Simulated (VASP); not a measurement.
# Nb4H in VASP: notebook

Runs on Nb4H. Level: PBE. Tasks: relaxation of the atoms.

All numbers are computed with VASP 6.6.1; they aren't measurements. Logs are shortened: lines on timing, memory, paths and dates and some standing lists are left out, and cuts for length are marked.

## Step 1: The cell of the first run

The cell holds a slab with vacuum, 5 atoms: a = 2.983 Å, b = 4.218 Å, c = 19.813 Å, α = 90.00°, β = 90.00°, γ = 90.00°.

## Step 2: Relaxation of the atoms, PBE

Contents of INCAR:

```
  PREC = Accurate
  ENCUT = 520
  EDIFF = 1E-7
  ISMEAR = 0
  SIGMA = 0.1
  LREAL = False
  LASPH = True
  NELM = 100
  ALGO = Fast
  ISIF = 2
  LWAVE = False
  LCHARG = False
  LDIPOL = True
  IDIPOL = 3
  DIPOL = 0.5 0.5 0.353
  GGA = PE
  IBRION = 2
  NSW = 36
  EDIFFG = -0.025
```

Contents of KPOINTS:

```
regular mesh
0
Gamma
  9 6 1
```

Contents of POSCAR:

```
Nb4H
1.0
    2.9829001615      0.0000000000      0.0000000000
    0.0000000000      4.2184578637      0.0000000000
    0.0000000000      0.0000000000     19.8127690725
Nb H
4 1
Selective dynamics
Direct
    0.5000000000      0.5000000000      0.2018900026  F F F
    0.0000000000      0.0000000000      0.2771672178  F F F
    0.5000000000      0.5000000000      0.3569599732  F F F
    0.0000000000      0.0000000000      0.4195662425  F F F
    0.0000000000      0.1000000000      0.5087697475  F F T
```

Potentials or basis: VASP PAW PBE potentials, release 64 (Nb_sv, H).

On the command line:

```sh
$ cat potpaw_PBE.64/Nb_sv/POTCAR potpaw_PBE.64/H/POTCAR > POTCAR
$ mpirun -np 1 vasp_std > vasp.out
```

OUTCAR:

```text
PREC = Accurate
   ENCUT = 520
   EDIFF = 1E-7
   ISMEAR = 0
   LREAL = False
   LASPH = True
   NELM = 100
   ISIF = 2
   GGA = PE
   IBRION = 2
   NSW = 36
   EDIFFG = -0.025

 ion  position               nearest neighbor table
   1  0.500  0.500  0.202-   2 2.98   2 2.98   2 2.98   2 2.98
   2  0.000  0.000  0.277-   4 2.82   1 2.98   1 2.98   1 2.98   1 2.98   3 3.03   3 3.03   3 3.03
                             3 3.03
   3  0.500  0.500  0.357-   4 2.87   4 2.87   4 2.87   4 2.87   2 3.03   2 3.03   2 3.03   2 3.03

   4  0.000  0.000  0.420-   5 1.82   2 2.82   3 2.87   3 2.87   3 2.87   3 2.87
   5  0.000  0.100  0.509-   4 1.82

  LATTYP: Found a simple orthorhombic cell.
 ALAT       =     2.9829001615
 B/A-ratio  =     1.4142135624
 C/A-ratio  =     6.6421160615

  Lattice vectors:

 A1 = (   2.9829001615,   0.0000000000,   0.0000000000)
 A2 = (   0.0000000000,   4.2184578637,   0.0000000000)
 A3 = (   0.0000000000,   0.0000000000,  19.8127690725)

Analysis of symmetry for initial positions (statically):
=====================================================================
 Subroutine PRICEL returns:
 Original cell was already a primitive cell.

 Routine SETGRP: Setting up the symmetry group for a
 simple orthorhombic supercell.

 Subroutine GETGRP returns: Found  2 space group operations
 (whereof  2 operations were pure point group operations)
 out of a pool of  8 trial point group operations.

The static configuration has the point symmetry C_1h.

Analysis of symmetry for dynamics (positions and initial velocities):
=====================================================================
 Subroutine PRICEL returns:
 Original cell was already a primitive cell.

 Routine SETGRP: Setting up the symmetry group for a
 simple orthorhombic supercell.

 Subroutine GETGRP returns: Found  2 space group operations
 (whereof  2 operations were pure point group operations)
 out of a pool of  8 trial point group operations.

The dynamic configuration has the point symmetry C_1h.

Analysis of constrained symmetry for selective dynamics:
=====================================================================
 Subroutine PRICEL returns:
 Original cell was already a primitive cell.

 Routine SETGRP: Setting up the symmetry group for a
 simple orthorhombic supercell.

 Subroutine GETGRP returns: Found  2 space group operations
 (whereof  2 operations were pure point group operations)
 out of a pool of  8 trial point group operations.

The constrained configuration has the point symmetry C_1h.

 Subroutine INISYM returns: Found  2 space group operations
 (whereof  2 operations are pure point group operations),
 and found     1 'primitive' translations

----------------------------------------------------------------------------------------

                                     Primitive cell

  volume of cell :     249.3088

  direct lattice vectors                    reciprocal lattice vectors
     2.982900161  0.000000000  0.000000000     0.335244207  0.000000000  0.000000000
     0.000000000  4.218457864  0.000000000     0.000000000  0.237053452  0.000000000
     0.000000000  0.000000000 19.812769073     0.000000000  0.000000000  0.050472501

  length of vectors
     2.982900161  4.218457864 19.812769073     0.335244207  0.237053452  0.050472501

  position of ions in fractional coordinates (direct lattice)
     0.500000000  0.500000000  0.201890003
     0.000000000  0.000000000  0.277167218
     0.500000000  0.500000000  0.356959973
     0.000000000  0.000000000  0.419566242
     0.000000000  0.100000000  0.508769747

  ion indices of the primitive-cell ions
   primitive index   ion index
                 1           1
                 2           2
                 3           3
                 4           4
                 5           5

----------------------------------------------------------------------------------------

 KPOINTS: regular mesh

Automatic generation of k-mesh.
 Grid dimensions read from file:
 generate k-points for:    9    6    1

 Generating k-lattice:

  Cartesian coordinates                     Fractional coordinates (reciprocal lattice)
     0.037249356  0.000000000  0.000000000     0.111111111  0.000000000  0.000000000
     0.000000000  0.039508909  0.000000000     0.000000000  0.166666667  0.000000000
     0.000000000  0.000000000  0.050472501     0.000000000  0.000000000  1.000000000

  Length of vectors
[... 39 lines left out ...]
   NGXF,Y,Z  is equivalent  to a cutoff of  26.75, 25.22, 25.17 a.u.
 SYSTEM =  unknown system
   PREC   = accura    normal or accurate (medium, high low for compatibility)
   ISTART =      0    job   : 0-new  1-cont  2-samecut
   ICHARG =      2    charge: 1-file 2-atom 10-const
   ISPIN  =      1    spin polarized calculation?
   LNONCOLLINEAR =      F non collinear calculations
   LSORBIT =      F    spin-orbit coupling
   LASPH  =      T    aspherical Exc in radial PAW
   ENCUT  =  520.0 eV  38.22 Ry    6.18 a.u.   5.55  7.84 36.84*2*pi/ulx,y,z
   NELM   =    100;   NELMIN=  2; NELMDL= -5     # of ELM steps
   EDIFF  = 0.1E-06   stopping-criterion for ELM
   LREAL  =      F    real-space projection
   EDIFFG = -.3E-01   stopping-criterion for IOM
   NSW    =     36    number of steps for IOM
   IBRION =      2    ionic relax: 0-MD 1-quasi-New 2-CG
   NFREE  =      1    steps in history (QN), initial steepest desc. (CG)
   ISIF   =      2    stress and relaxation
   ISYM   =      2    0-nonsym 1-usesym 2-fastsym
   POTIM  = 0.5000    time-step for ionic-motion
   TEBEG  =    0.0;   TEEND  =   0.0 temperature during run
   PSTRESS=    0.0 pullay stress
   NELECT =      53.0000    total number of electrons
   NUPDOWN=      -1.0000    fix difference up-down
   EMIN   =  10.00;   EMAX   =-10.00  energy-range for DOS
   EFERMI =   0.00;   METHOD = LEGACY
   ISMEAR =     0;   SIGMA  =   0.10  broadening in eV -4-tet -1-fermi 0-gaus
   EFERMI_NEDOS =   21; number of points for ismear=-14 and -15
   IALGO  =     68    algorithm
   IMIX   =      4    mixing-type and parameters
     AMIX     =   0.40;   BMIX     =  1.00
     AMIX_MAG =   1.60;   BMIX_MAG =  1.00
  volume/ion in A,a.u.               =      49.86       336.48
  Fermi-wavevector in a.u.,A,eV,Ry     =   0.977059  1.846374 12.988732  0.954645
  Thomas-Fermi vector in A             =   2.107727
   LORBIT       =      0    0 simple, 1 ext, 2 COOP (PROOUT), +10 PAW based schemes
   GGA     = PE    functional components
   LHFCALC =     F    Hartree Fock is set to
   AEXX    =    0.0000 exact exchange contribution
   IVDW    =     0    specifies the selected vdW correction
   LEPSILON=     F    determine dielectric tensor
   LRPA    =     F    only Hartree local field effects (RPA)
 conjugate gradient relaxation of ions
 non-spin polarized calculation
 RMM-DIIS sequential band-by-band and
 Gauss-broadening in eV      SIGMA  =   0.10
  energy-cutoff  :      520.00
  volume of cell :      249.31
 maximum number of plane-waves:      6753
 NGX is ok and might be reduce to    24
   NGX = 11   NGY = 15   NGZ = 73

 dipolmoment           0.000000      0.000000     -0.049735 electrons x Angstroem

--------------------------------------- Ionic step        1  -------------------------------------------

 number of electron      53.0000006 magnetization

 Free energy of the ion-electron system (eV)
  ---------------------------------------------------
  ext. energy  EPLUGINS =         0.00000000
  ---------------------------------------------------
  free energy    TOTEN  =       -39.28798398 eV

  energy without entropy =      -39.25155565  energy(sigma->0) =      -39.26976981

------------------------ aborting loop because EDIFF is reached ----------------------------------------

  FORCE on cell =-STRESS in cart. coord.  units (eV):
  Direction    XX          YY          ZZ          XY          YZ          ZX
  --------------------------------------------------------------------------------------
  -------------------------------------------------------------------------------------
  Total       -6.0339994     -4.6958854     -1.1734316      0.0000000      0.2287074      0.0000000
  in kB      -38.7773597    -30.1780003     -7.5410314      0.0000000      1.4697830      0.0000000
  external PRESSURE =     -25.4987971 kB  Pullay stress =       0.0000000 kB

 VOLUME and BASIS-vectors are now :
 -----------------------------------------------------------------------------
  energy-cutoff  :      520.00
  volume of cell :      249.31
      direct lattice vectors                 reciprocal lattice vectors
     2.982900161  0.000000000  0.000000000     0.335244207  0.000000000  0.000000000
     0.000000000  4.218457864  0.000000000     0.000000000  0.237053452  0.000000000
     0.000000000  0.000000000 19.812769073     0.000000000  0.000000000  0.050472501

 POSITION                                       TOTAL-FORCE (eV/Angst)
 -----------------------------------------------------------------------------------
      1.49145      2.10923      4.00000         0.000000      0.031664      1.249029
      0.00000      0.00000      5.49145         0.000000     -0.049935     -1.453121
      1.49145      2.10923      7.07237         0.000000     -0.389820     -0.244057
      0.00000      0.00000      8.31277         0.000000      0.552964      0.487138
      0.00000      0.42185     10.08014         0.000000     -0.144874     -0.038989
 -----------------------------------------------------------------------------------
    total drift:                                0.000000      0.000255     -0.005751

  FREE ENERGIE OF THE ION-ELECTRON SYSTEM (eV)
  ---------------------------------------------------
  free  energy   TOTEN  =       -39.2879839776 eV

  energy  without entropy=      -39.2515556485  energy(sigma->0) =      -39.26976981

--------------------------------------- Ionic step        2  -------------------------------------------

 number of electron      53.0000006 magnetization

 dipolmoment           0.000000      0.000000      0.174460 electrons x Angstroem

 Free energy of the ion-electron system (eV)
  ---------------------------------------------------
  ext. energy  EPLUGINS =         0.00000000
  ---------------------------------------------------
  free energy    TOTEN  =       -39.28804086 eV

  energy without entropy =      -39.25160342  energy(sigma->0) =      -39.26982214

 E-fermi :   0.0247     XC(G=0):  -4.9487

 val. band max:        0.0143452950   @ k =   0.3333   0.1667   0.0000
 cond. band min:       0.0321832572   @ k =   0.2222   0.1667   0.0000
 fundamental gap:      0.0178379622
 Fermi energy:         0.0247201494

 k-point     1 :       0.0000    0.0000    0.0000
  band No.  band energies     occupation
      1     -54.9466      2.00000
      2     -54.7425      2.00000
      3     -54.6391      2.00000
      4     -54.4661      2.00000
      5     -31.2570      2.00000
      6     -31.1246      2.00000
[... 669 lines left out ...]
     30       1.5181      0.00000
     31       1.6680      0.00000

------------------------ aborting loop because EDIFF is reached ----------------------------------------

 vacuum level on the upper side and lower side of the slab       (xc-potential included)         1.083        -1.390

  FORCE on cell =-STRESS in cart. coord.  units (eV):
  Direction    XX          YY          ZZ          XY          YZ          ZX
  --------------------------------------------------------------------------------------
  -------------------------------------------------------------------------------------
  Total       -6.0407638     -4.7170705     -1.0824749      0.0000000      0.2379207      0.0000000
  in kB      -38.8208306    -30.3141461     -6.9565002      0.0000000      1.5289922      0.0000000
  external PRESSURE =     -25.3638256 kB  Pullay stress =       0.0000000 kB

 VOLUME and BASIS-vectors are now :
 -----------------------------------------------------------------------------
  energy-cutoff  :      520.00
  volume of cell :      249.31
      direct lattice vectors                 reciprocal lattice vectors
     2.982900161  0.000000000  0.000000000     0.335244207  0.000000000  0.000000000
     0.000000000  4.218457864  0.000000000     0.000000000  0.237053452  0.000000000
     0.000000000  0.000000000 19.812769073     0.000000000  0.000000000  0.050472501

 POSITION                                       TOTAL-FORCE (eV/Angst)
 -----------------------------------------------------------------------------------
      1.49145      2.10923      4.00000         0.000000      0.031590      1.247936
      0.00000      0.00000      5.49145         0.000000     -0.049901     -1.449243
      1.49145      2.10923      7.07237         0.000000     -0.390365     -0.242918
      0.00000      0.00000      8.31277         0.000000      0.550388      0.468154
      0.00000      0.42185     10.07826         0.000000     -0.141711     -0.023929
 -----------------------------------------------------------------------------------
    total drift:                                0.000000      0.000229      0.000977

  FREE ENERGIE OF THE ION-ELECTRON SYSTEM (eV)
  ---------------------------------------------------
  free  energy   TOTEN  =       -39.2880408620 eV

  energy  without entropy=      -39.2516034162  energy(sigma->0) =      -39.26982214

 reached required accuracy - stopping structural energy minimisation

 vacuum level on the upper side and lower side of the slab         6.005         3.461
```

Wall time 17 min (1 thread of Oxide Virtual Turin-like, shared host); peak memory 0.38 GiB.

What came out:

| Quantity | Value |
| --- | --- |
| Free energy | -39.2880 eV |
| Energy gained by relaxing | 0.0 meV/atom |
| Ionic steps | 2 |
| Band gap on the k mesh | zero (an odd number of electrons rules out a gap without spin polarisation) |

Final structure:
```yaml
crystal:
  lattice:
    - [2.98290, 0.00000, 0.00000]
    - [0.00000, 4.21846, 0.00000]
    - [0.00000, 0.00000, 19.81277]
  atoms:
    - { symbol: Nb, position: [0.50000, 0.50000, 0.20189] }
    - { symbol: Nb, position: [0.00000, 0.00000, 0.27717] }
    - { symbol: Nb, position: [0.50000, 0.50000, 0.35696] }
    - { symbol: Nb, position: [0.00000, 0.00000, 0.41957] }
    - { symbol: H, position: [0.00000, 0.10000, 0.50867] }
```

Levels at points of the mesh, in eV from the Fermi level:
| k point | band 25 | band 26 | band 27 | band 28 | band 29 | band 30 |
| --- | --- | --- | --- | --- | --- | --- |
| (0.00, 0.00, 0.00) | -0.43 | -0.20 | 0.36 | 0.36 | 0.46 | 0.90 |
| (0.00, 0.50, 0.00) | -0.19 | 0.29 | 0.31 | 0.36 | 0.54 | 0.70 |

[end of part 1 of 2]

The gap in the log of VASP goes by the Fermi energy; the results here count the filled bands.